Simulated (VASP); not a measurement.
# Ga2O3 (C2/c) in VASP: notebook

The runs below take Ga2O3 through single point, with PBE.

Program: VASP 6.6.1. These are calculated values, not measurements. Logs are shortened: lines on timing, memory, paths and dates and some standing lists are left out, and cuts for length are marked.

## Step 1: The cell of the first run

The structure is monoclinic, space group C2/c (No. 15). Conventional cell: a = 8.763 Å, b = 5.057 Å, c = 5.270 Å, α = 90.00°, β = 120.60°, γ = 90.00°. Ga (site symmetry 1) has 6 O at 1.92 to 2.15 Å within 2.5 Å. Within 2.5 Å of O (site symmetry 2) lie 4 Ga at 1.92 to 2.11 Å. O (site symmetry 1) has 4 Ga at 1.95 to 2.15 Å within 2.6 Å.

## Step 2: Single point, PBE (strain +0.0525 x Voigt [0, 0, 0, 1, 0, 0])

Input file INCAR:

```
SYSTEM = Ga2O3
PREC = Accurate ; ENCUT = 520
EDIFF = 1E-6 ; ISMEAR = 0
SIGMA = 0.05 ; LREAL = .FALSE.
LASPH = .TRUE. ; NELM = 60
ALGO = Normal ; ISIF = 2
LWAVE = .FALSE. ; LCHARG = .FALSE.
GGA = PE ; NBANDS = 55
```

Input file KPOINTS:

```
Automatic mesh
0
G
  6 6 6
  0 0 0
```

Input file POSCAR:

```
Ga2O3
1.0
    2.5287245564      1.5791619777      4.5793591575
   -2.5287245564      1.5791619777      4.5793591575
    0.0000000000     -2.8007174323      4.4643873230
Ga O
4 6
Direct
    0.3558687539      0.3558687539      0.3558687539
    0.1441312461      0.1441312461      0.1441312461
    0.6441312461      0.6441312461      0.6441312461
    0.8558687539      0.8558687539      0.8558687539
    0.5531733332      0.9468266668      0.2500000000
    0.2500000000      0.5531733332      0.9468266668
    0.9468266668      0.2500000000      0.5531733332
    0.4468266668      0.0531733332      0.7500000000
    0.7500000000      0.4468266668      0.0531733332
    0.0531733332      0.7500000000      0.4468266668
```

Potentials or basis: VASP PAW PBE potentials, release 64 (Ga_d, O).

On the command line:

```console
$ cat potpaw_PBE.64/Ga_d/POTCAR potpaw_PBE.64/O/POTCAR > POTCAR
$ mpirun -np 1 vasp_std > vasp.out
```

OUTCAR:

```text
SYSTEM = Ga2O3
   PREC = Accurate
   ENCUT = 520
   EDIFF = 1E-6
   ISMEAR = 0
   LREAL = .FALSE.
   LASPH = .TRUE.
   NELM = 60
   ISIF = 2
   GGA = PE

 ion  position               nearest neighbor table
   1  0.356  0.356  0.356-   8 1.92  10 1.95   9 1.99   6 2.06   5 2.11   7 2.15   2 2.89
   2  0.144  0.144  0.144-   8 1.92   9 1.95  10 1.99   7 2.06   5 2.11   6 2.15   1 2.89
   3  0.644  0.644  0.644-   5 1.92   7 1.95   6 1.99   9 2.06   8 2.11  10 2.15   4 2.89
   4  0.856  0.856  0.856-   5 1.92   6 1.95   7 1.99  10 2.06   8 2.11   9 2.15   3 2.89
   5  0.553  0.947  0.250-   3 1.92   4 1.92   1 2.11   2 2.11
   6  0.250  0.553  0.947-   4 1.95   3 1.99   1 2.06   2 2.15
   7  0.947  0.250  0.553-   3 1.95   4 1.99   2 2.06   1 2.15
   8  0.447  0.053  0.750-   1 1.92   2 1.92   3 2.11   4 2.11
   9  0.750  0.447  0.053-   2 1.95   1 1.99   3 2.06   4 2.15
  10  0.053  0.750  0.447-   1 1.95   2 1.99   4 2.06   3 2.15

  LATTYP: Found a base centered monoclinic cell.
 ALAT       =     8.7627763109
 B/A-ratio  =     0.5771514567
 C/A-ratio  =     0.6014278407
 COS(beta)  =    -0.5090157049

  Lattice vectors:

 A1 = (   2.5287245564,   4.3798794100,   0.1149718345)
 A2 = (  -2.5287245564,   4.3798794100,   0.1149718345)
 A3 = (   0.0000000000,  -2.8007174323,   4.4643873230)

Analysis of symmetry for initial positions (statically):
=====================================================================
 Subroutine PRICEL returns:
 Original cell was already a primitive cell.

 Routine SETGRP: Setting up the symmetry group for a
 base centered monoclinic supercell.

 Subroutine GETGRP returns: Found  4 space group operations
 (whereof  2 operations were pure point group operations)
 out of a pool of  4 trial point group operations.

The static configuration has the point symmetry S_2 .
 The point group associated with its full space group is C_2h.

Analysis of symmetry for dynamics (positions and initial velocities):
=====================================================================
 Subroutine PRICEL returns:
 Original cell was already a primitive cell.

 Routine SETGRP: Setting up the symmetry group for a
 base centered monoclinic supercell.

 Subroutine GETGRP returns: Found  4 space group operations
 (whereof  2 operations were pure point group operations)
 out of a pool of  4 trial point group operations.

The dynamic configuration has the point symmetry S_2 .
 The point group associated with its full space group is C_2h.

 Subroutine INISYM returns: Found  4 space group operations
 (whereof  2 operations are pure point group operations),
 and found     1 'primitive' translations

----------------------------------------------------------------------------------------

                                     Primitive cell

  volume of cell :     100.5192

  direct lattice vectors                    reciprocal lattice vectors
     2.528724556  1.579161978  4.579359157     0.197728139  0.112308909  0.070456592
    -2.528724556  1.579161978  4.579359157    -0.197728139  0.112308909  0.070456592
     0.000000000 -2.800717432  4.464387323     0.000000000 -0.230402423  0.079452765

  length of vectors
     5.464314296  5.464314296  5.270177635     0.238062679  0.238062679  0.243717087

  position of ions in fractional coordinates (direct lattice)
     0.355868754  0.355868754  0.355868754
     0.144131246  0.144131246  0.144131246
     0.644131246  0.644131246  0.644131246
     0.855868754  0.855868754  0.855868754
     0.553173333  0.946826667  0.250000000
     0.250000000  0.553173333  0.946826667
     0.946826667  0.250000000  0.553173333
     0.446826667  0.053173333  0.750000000
     0.750000000  0.446826667  0.053173333
     0.053173333  0.750000000  0.446826667

  ion indices of the primitive-cell ions
   primitive index   ion index
                 1           1
                 2           2
                 3           3
                 4           4
                 5           5
                 6           6
                 7           7
                 8           8
                 9           9
                10          10

----------------------------------------------------------------------------------------

 KPOINTS: Automatic mesh

Automatic generation of k-mesh.
 Grid dimensions read from file:
 generate k-points for:    6    6    6

 Generating k-lattice:

  Cartesian coordinates                     Fractional coordinates (reciprocal lattice)
     0.032954690  0.018718151  0.011742765     0.166666667  0.000000000  0.000000000
    -0.032954690  0.018718151  0.011742765     0.000000000  0.166666667  0.000000000
     0.000000000 -0.038400404  0.013242127     0.000000000  0.000000000  0.166666667

  Length of vectors
     0.039677113  0.039677113  0.040619515

  Shift w.r.t. Gamma in fractional coordinates (k-lattice)
     0.000000000  0.000000000  0.000000000

 Subroutine IBZKPT returns following result:
 ===========================================

 Found     68 irreducible k-points:

 Following reciprocal coordinates:
            Coordinates               Weight
  0.000000  0.000000  0.000000      1.000000
  0.166667 -0.000000 -0.000000      4.000000
  0.333333 -0.000000 -0.000000      4.000000
  0.500000  0.000000  0.000000      2.000000
  0.166667  0.166667 -0.000000      2.000000
  0.333333  0.166667  0.000000      4.000000
[... 16 lines left out ...]
 -0.333333  0.166667  0.166667      4.000000
 -0.166667  0.166667  0.166667      4.000000
 [... further k-points ...]
   k-points           NKPTS =     68   k-points in BZ     NKDIM =     68   number of bands    NBANDS=     55
   number of dos      NEDOS =    301   number of ions     NIONS =     10
   total plane-waves  NPLWV =  70560
   dimension x,y,z NGX =    42 NGY =   42 NGZ =   40
   dimension x,y,z NGXF=    84 NGYF=   84 NGZF=   80
   ions per type =               4   6
   NGX,Y,Z   is equivalent  to a cutoff of  12.78, 12.78, 12.62 a.u.
   NGXF,Y,Z  is equivalent  to a cutoff of  25.56, 25.56, 25.24 a.u.
 SYSTEM =  Ga2O3
   PREC   = accura    normal or accurate (medium, high low for compatibility)
   ISTART =      0    job   : 0-new  1-cont  2-samecut
   ICHARG =      2    charge: 1-file 2-atom 10-const
   ISPIN  =      1    spin polarized calculation?
   LNONCOLLINEAR =      F non collinear calculations
   LSORBIT =      F    spin-orbit coupling
   LASPH  =      T    aspherical Exc in radial PAW
   ENCUT  =  520.0 eV  38.22 Ry    6.18 a.u.  10.16 10.16  9.80*2*pi/ulx,y,z
   NELM   =     60;   NELMIN=  2; NELMDL= -5     # of ELM steps
   EDIFF  = 0.1E-05   stopping-criterion for ELM
   LREAL  =      F    real-space projection
   EDIFFG = 0.1E-04   stopping-criterion for IOM
   NSW    =      0    number of steps for IOM
   IBRION =     -1    ionic relax: 0-MD 1-quasi-New 2-CG
   NFREE  =      0    steps in history (QN), initial steepest desc. (CG)
   ISIF   =      2    stress and relaxation
   ISYM   =      2    0-nonsym 1-usesym 2-fastsym
   POTIM  = 0.5000    time-step for ionic-motion
   TEBEG  =    0.0;   TEEND  =   0.0 temperature during run
   PSTRESS=    0.0 pullay stress
   NELECT =      88.0000    total number of electrons
   NUPDOWN=      -1.0000    fix difference up-down
   EMIN   =  10.00;   EMAX   =-10.00  energy-range for DOS
   EFERMI =   0.00;   METHOD = LEGACY
   ISMEAR =     0;   SIGMA  =   0.05  broadening in eV -4-tet -1-fermi 0-gaus
   EFERMI_NEDOS =   21; number of points for ismear=-14 and -15
   IALGO  =     38    algorithm
   IMIX   =      4    mixing-type and parameters
     AMIX     =   0.40;   BMIX     =  1.00
     AMIX_MAG =   1.60;   BMIX_MAG =  1.00
  volume/ion in A,a.u.               =      10.05        67.83
  Fermi-wavevector in a.u.,A,eV,Ry     =   1.566099  2.959499 33.370565  2.452667
  Thomas-Fermi vector in A             =   2.668478
   LORBIT       =      0    0 simple, 1 ext, 2 COOP (PROOUT), +10 PAW based schemes
   GGA     = PE    functional components
   LHFCALC =     F    Hartree Fock is set to
   AEXX    =    0.0000 exact exchange contribution
   IVDW    =     0    specifies the selected vdW correction
   LEPSILON=     F    determine dielectric tensor
   LRPA    =     F    only Hartree local field effects (RPA)
 non-spin polarized calculation
 Gauss-broadening in eV      SIGMA  =   0.05
  energy-cutoff  :      520.00
  volume of cell :      100.52
 maximum number of plane-waves:      2726
 NGX is ok and might be reduce to    42
   NGX = 21   NGY = 21   NGZ = 19

 number of electron      87.9999985 magnetization

 Free energy of the ion-electron system (eV)
  ---------------------------------------------------
  ext. energy  EPLUGINS =         0.00000000
  ---------------------------------------------------
  free energy    TOTEN  =       -59.31585759 eV

  energy without entropy =      -59.31585759  energy(sigma->0) =      -59.31585759

 E-fermi :   4.3926     XC(G=0): -11.9659

 val. band max:        4.1531395900   @ k =  -0.1667   0.1667   0.0000
 cond. band min:       6.5172719588   @ k =   0.0000   0.0000   0.0000
 fundamental gap:      2.3641323688
 Fermi energy:         4.3925715618

 k-point     1 :       0.0000    0.0000    0.0000
  band No.  band energies     occupation
      1     -14.5982      2.00000
      2     -12.8788      2.00000
      3     -12.7980      2.00000
      4     -12.6421      2.00000
      5     -12.6145      2.00000
      6     -12.5428      2.00000
[... 47 lines left out ...]
     54      15.2863      0.00000
     55      16.0757      0.00000

 k-point     2 :       0.1667   -0.0000   -0.0000
  band No.  band energies     occupation
      1     -14.4846      2.00000
      2     -12.9080      2.00000
      3     -12.8781      2.00000
      4     -12.6836      2.00000
      5     -12.6095      2.00000
      6     -12.5550      2.00000
[... 47 lines left out ...]
     54      15.6835      0.00000
     55      15.9192      0.00000
[... 1216 lines left out ...]
     54      15.4026      0.00000
     55      16.1128      0.00000

 k-point    24 :      -0.1667    0.1667    0.1667
  band No.  band energies     occupation
      1     -14.1810      2.00000
      2     -13.1364      2.00000
      3     -12.9361      2.00000
      4     -12.7205      2.00000
      5     -12.6636      2.00000
      6     -12.5655      2.00000
[... 47 lines left out ...]
     54      15.3553      0.00000
     55      16.2246      0.00000

 [... further k-points ...]

------------------------ aborting loop because EDIFF is reached ----------------------------------------

  FORCE on cell =-STRESS in cart. coord.  units (eV):
  Direction    XX          YY          ZZ          XY          YZ          ZX
  --------------------------------------------------------------------------------------
  -------------------------------------------------------------------------------------
  Total        0.7347089      1.1834050      0.9317440      0.0000000     -2.9139295      0.0000000
  in kB       11.7105334     18.8623069     14.8510782      0.0000000    -46.4451575      0.0000000
  external PRESSURE =      15.1413062 kB  Pullay stress =       0.0000000 kB

 VOLUME and BASIS-vectors are now :
 -----------------------------------------------------------------------------
  energy-cutoff  :      520.00
  volume of cell :      100.52
      direct lattice vectors                 reciprocal lattice vectors
     2.528724556  1.579161978  4.579359157     0.197728139  0.112308909  0.070456592
    -2.528724556  1.579161978  4.579359157    -0.197728139  0.112308909  0.070456592
     0.000000000 -2.800717432  4.464387323     0.000000000 -0.230402423  0.079452765

 POSITION                                       TOTAL-FORCE (eV/Angst)
 -----------------------------------------------------------------------------------
      0.00000      0.12726      4.84804        -0.111752      0.316365      0.015054
      0.00000      0.05154      1.96352        -0.111752     -0.316365     -0.015054
      0.00000      0.23035      8.77507         0.111752     -0.316365     -0.015054
      0.00000      0.30606     11.65959         0.111752      0.316365      0.015054
     -0.99544      1.66856      7.98514        -0.111445      0.000000      0.000000
     -0.76664     -1.38345      7.90502         0.122581      0.132436      0.115765
      1.76208      0.34070      7.95028         0.122581     -0.132436     -0.115765
      0.99544     -1.31096      5.63797         0.111445      0.000000      0.000000
      0.76664      1.74106      5.71809        -0.122581     -0.132436     -0.115765
     -1.76208      0.01691      5.67283        -0.122581      0.132436      0.115765
 -----------------------------------------------------------------------------------
    total drift:                               -0.000000      0.000000     -0.000000

  FREE ENERGIE OF THE ION-ELECTRON SYSTEM (eV)
  ---------------------------------------------------
  free  energy   TOTEN  =       -59.3158575894 eV

  energy  without entropy=      -59.3158575894  energy(sigma->0) =      -59.31585759
```

Run time: 5.7 min. Hardware: 1 thread of Intel Xeon Platinum 8488C (Sapphire Rapids), shared host; peak memory 0.42 GiB.

Results:

```yaml
Free_energy: -59.3159 eV
Pressure: 1.5 GPa
Largest_force: 0.336 eV/Å
Band_gap_on_the_k_mesh: 2.36 eV, indirect (least direct gap 2.62 eV)
```

Forces on the atoms (eV/Å):
```
Ga  -0.112  0.316  0.015
Ga  -0.112 -0.316 -0.015
Ga   0.112 -0.316 -0.015
Ga   0.112  0.316  0.015
O   -0.111  0.000  0.000
O    0.123  0.132  0.116
O    0.123 -0.132 -0.116
O    0.111  0.000  0.000
O   -0.123 -0.132 -0.116
O   -0.123  0.132  0.116
```

Caveat: the cell differs from its parent crystal (strain +0.0525 x Voigt [0, 0, 0, 1, 0, 0]).

## Step 3: Single point, PBE (strain -0.0600 x Voigt [0, 0, 0, 1, 0, 0])

Input file INCAR:

```
  PREC = Accurate
  ENCUT = 520
  EDIFF = 1E-7
  ISMEAR = 0
  SIGMA = 0.05
  LREAL = F
  LASPH = T
  NELM = 60
  ALGO = Normal
  ISIF = 2
  LWAVE = F
  LCHARG = T
  GGA = PE
  LELF = T
  LVHAR = T
  NBANDS = 55
```

Input file KPOINTS:

```
regular mesh
0
Gamma
  6 6 6
```

Edit POSCAR of step 2 so:

```diff
@@ -2,5 +2,5 @@
 1.0
-    2.5287245564      1.5791619777      4.5793591575
-   -2.5287245564      1.5791619777      4.5793591575
-    0.0000000000     -2.8007174323      4.4643873230
+    2.5287245564      1.3237287469      4.4972364186
+   -2.5287245564      1.3237287469      4.4972364186
+    0.0000000000     -3.0561506630      4.6286328009
 Ga O
```

Potentials or basis: VASP PAW PBE potentials, release 64 (Ga_d, O).

On the command line:

```console
$ cat potpaw_PBE.64/Ga_d/POTCAR potpaw_PBE.64/O/POTCAR > POTCAR
$ mpirun -np 1 vasp_std > vasp.out
```

Wall time 3.8 min (1 thread of Intel Xeon 6975P-C (Granite Rapids), shared host); peak memory 0.41 GiB.

The run converged. Its results:

```yaml
Free_energy: -59.2896 eV
Pressure: 1.6 GPa
Largest_force: 0.385 eV/Å
Band_gap_on_the_k_mesh: 2.35 eV, indirect (least direct gap 2.60 eV)
```

Forces in eV/Å, atoms in the order of the input:
```
Ga   0.103 -0.370  0.018
Ga   0.103  0.370 -0.018
Ga  -0.103  0.370 -0.018
Ga  -0.103 -0.370  0.018
O    0.119  0.000  0.000
O   -0.148 -0.157 -0.147
O   -0.148  0.157  0.147
O   -0.119  0.000  0.000
O    0.148  0.157  0.147
O    0.148 -0.157 -0.147
```

Stress tensor (GPa, compression positive):
```
1.71 0.00 0.00
0.00 1.54 5.52
0.00 5.52 1.60
```

Levels at points of the mesh, in eV from the valence-band top:
```
           k point  band 42  band 43  band 44  band 45  band 46  band 47
(0.00, 0.00, 0.00)    -0.32    -0.31    -0.25     2.35     6.29     6.50
(0.50, 0.00, 0.00)    -0.85    -0.23    -0.21     5.86     6.04     6.29
(0.50, 0.50, 0.00)    -0.81    -0.42    -0.19     6.06     6.38     7.16
(0.00, 0.00, 0.50)    -1.04    -0.09    -0.09     5.99     5.99     6.31
(0.50, 0.00, 0.50)    -0.71    -0.23    -0.19     6.08     6.26     7.19
(0.50, 0.50, 0.50)    -0.41    -0.25    -0.25     5.42     5.42     7.45
```

Caveat: the cell differs from its parent crystal (strain -0.0600 x Voigt [0, 0, 0, 1, 0, 0]). A k mesh can miss the band edges.

## Step 4: Single point, PBE (strain +0.0450 x Voigt [0, 0, 0, 1, 0, 0])

Input file INCAR:

```
SYSTEM = Ga2O3
PREC = Accurate
ENCUT = 520
EDIFF = 1E-7
ISMEAR = 0
SIGMA = 0.05
LREAL = .FALSE.
LASPH = .TRUE.
NELM = 60
ALGO = Normal
ISIF = 2
LWAVE = .FALSE.
LCHARG = .FALSE.
GGA = PE
NBANDS = 55
```

Input file KPOINTS:

```
Automatic mesh
0
G
  6 6 6
  0 0 0
```

Edit POSCAR of step 3 so:

```diff
@@ -2,5 +2,5 @@
 1.0
-    2.5287245564      1.3237287469      4.4972364186
-   -2.5287245564      1.3237287469      4.4972364186
-    0.0000000000     -3.0561506630      4.6286328009
+    2.5287245564      1.5621330956      4.5738843083
+   -2.5287245564      1.5621330956      4.5738843083
+    0.0000000000     -2.8177463144      4.4753370216
 Ga O
```

On the command line:

```console
$ cat potpaw_PBE.64/Ga_d/POTCAR potpaw_PBE.64/O/POTCAR > POTCAR
$ mpirun -np 1 vasp_std > vasp.out
```

Run time: 4.4 min. Hardware: 1 thread of Intel Xeon 6975P-C (Granite Rapids), shared host; peak memory 0.43 GiB.

Results (log left out):

| Property | Result |
| --- | --- |
| Free energy | -59.3363 eV |
| Pressure | 1.3 GPa |
| Largest force | 0.288 eV/Å |
| Band gap on the k mesh | 2.37 eV, indirect (least direct gap 2.62 eV) |

Forces on the atoms (eV/Å):
```
Ga  -0.095  0.272  0.013
Ga  -0.095 -0.272 -0.013
Ga   0.095 -0.272 -0.013
Ga   0.095  0.272  0.013
O   -0.096  0.000  0.000
O    0.106  0.112  0.101
O    0.106 -0.112 -0.101
O    0.096  0.000  0.000
O   -0.106 -0.112 -0.101
O   -0.106  0.112  0.101
```

Stress tensor (GPa, compression positive):
```
 1.04  0.00  0.00
 0.00  1.63 -3.98
 0.00 -3.98  1.26
```

Levels at points of the mesh, in eV from the valence-band top:
```tsv
k point	band 42	band 43	band 44	band 45	band 46	band 47
(0.00, 0.00, 0.00)	-0.32	-0.29	-0.25	2.37	6.29	6.52
(0.50, 0.00, 0.00)	-0.91	-0.14	-0.13	5.92	6.05	6.30
(0.50, 0.50, 0.00)	-0.68	-0.19	-0.19	6.08	6.27	7.20
(0.00, 0.00, 0.50)	-0.90	-0.24	-0.24	5.96	5.96	6.36
(0.50, 0.00, 0.50)	-0.75	-0.32	-0.17	6.09	6.34	7.21
(0.50, 0.50, 0.50)	-0.38	-0.26	-0.26	5.44	5.44	7.46
```

Caveat: the cell differs from its parent crystal (strain +0.0450 x Voigt [0, 0, 0, 1, 0, 0]).

## Step 5: The runs side by side

| cell | gap on the mesh (eV) | pressure (GPa) | largest force (eV/Å) |
| --- | --- | --- | --- |
| a = 5.464, b = 5.464, c = 5.270 Å, angles 56.2, 56.2, 55.1°, 10 atoms | 2.36 | 1.5 | 0.34 |
| a = 5.327, b = 5.327, c = 5.547 Å, angles 55.4, 55.4, 56.7°, 10 atoms | 2.35 | 1.6 | 0.38 |
| a = 5.455, b = 5.455, c = 5.289 Å, angles 56.2, 56.2, 55.2°, 10 atoms | 2.37 | 1.3 | 0.29 |

Alike in all rows: task single point; level PBE; potentials or basis VASP PAW PBE potentials, release 64 (Ga_d, O); no spin polarisation; k mesh 6 × 6 × 6; cutoff (eV) 520; smearing gaussian 0.05 eV.

Total energies depend on the potentials used, so only differences within one code and one set of settings carry meaning.
